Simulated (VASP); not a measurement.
Cu12O, 13 atoms in the cell. The cell holds a slab with vacuum, 13 atoms: a = 5.133 Å, b = 5.133 Å, c = 19.624 Å, α = 90.00°, β = 90.00°, γ = 120.00°. 

```yaml
Program: VASP 6.6.1
Task: relaxation of the atoms
Functional: PBE
Potentials_or_basis: VASP PAW PBE potentials, release 64 (Cu, O)
Cutoff: 520 eV
k_mesh: 6 × 6 × 1
Occupations: gaussian, width 0.1 eV
Spin: no spin polarisation
Dipole_correction: yes
Atoms_held_fixed_from_0: "[0, 1, 2, 3, 4, 5, 6, 7, 8, 9, 10, 11]"
Further_INCAR_settings: ALGO = Normal; EDIFF = 1e-07; IBRION = 2; EDIFFG = -0.025; NSW = 36
Atoms_held_along_some_axes_from_0: atom 12 along a and b
```

Potentials or basis: VASP PAW PBE potentials, release 64 (Cu, O).

Command:

```bash
$ cat potpaw_PBE.64/Cu/POTCAR potpaw_PBE.64/O/POTCAR > POTCAR
$ mpirun -np 4 vasp_std > vasp.out
```

Hardware: 4 MPI ranks on AMD EPYC 9R45 96-Core Processor (Zen 5), with other jobs on the host.

Problem. How long does it take, and how much memory?

Solution. Run time: 17 min on 4 MPI ranks on AMD EPYC 9R45 96-Core Processor (Zen 5), on a shared host, peak memory 0.91 GiB a rank. Counts: scf iterations 75, k points 20, ion steps 3.
